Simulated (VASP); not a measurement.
**Al: single point with PBEsol**

The system is Al, a slab with vacuum.

```
Al
1.0
     5.67815    0.00000    0.00000
    -2.83908    4.91742    0.00000
     0.00000    0.00000   20.06994
Al
12
Cartesian
  1.4195 0.8196 4.0000
  0.0000 3.2783 4.0000
  4.2586 0.8196 4.0000
  2.8391 3.2783 4.0000
  0.0000 1.6391 6.2853
  -1.4195 4.0979 6.2853
  2.8391 1.6391 6.2853
  1.4195 4.0979 6.2853
  0.0000 0.0000 8.5699
  -1.4195 2.4587 8.5699
  2.8391 0.0000 8.5699
  1.4195 2.4587 8.5699
```

```yaml
Program: VASP 6.6.1
Task: single point
Functional: PBEsol
Potentials_or_basis: VASP PAW PBE potentials, release 64 (Al)
Cutoff: 400 eV
k_mesh: 6 × 6 × 1
Occupations: gaussian, width 0.1 eV
Spin: no spin polarisation
Dipole_correction: yes
Further_INCAR_settings: ALGO = Normal; EDIFF = 1e-06; NBANDS = 30; NELMDL = -8
```

The band gap on the k mesh is zero (band 18 reaches 0.47 eV, above the bottom of band 19 at -0.55 eV).

Forces on the atoms (eV/Å):
```
Al   0.000  0.000  0.000
Al   0.000  0.000  0.000
Al   0.000  0.000  0.000
Al   0.000  0.000  0.000
Al   0.000  0.000 -0.002
Al   0.000  0.000 -0.002
Al   0.000  0.000 -0.002
Al   0.000  0.000 -0.002
Al   0.000  0.000  0.002
Al   0.000  0.000  0.002
Al   0.000  0.000  0.002
Al   0.000  0.000  0.002
```

Levels at points of the mesh, in eV from the Fermi level:
| k point | band 16 | band 17 | band 18 | band 19 | band 20 | band 21 |
| --- | --- | --- | --- | --- | --- | --- |
| (0.00, 0.00, 0.00) | -2.77 | -0.38 | -0.38 | -0.38 | -0.15 | -0.15 |
| (0.50, 0.00, 0.00) | -0.54 | -0.22 | -0.22 | 0.93 | 0.93 | 1.28 |

Run time: 90 s on 1 thread of Intel(R) Xeon(R) 6975P-C (Granite Rapids), on a shared host, peak memory 0.5 GiB.

Caveat: the PAW data sets were made with another functional, which shifts forces and pressure a little.
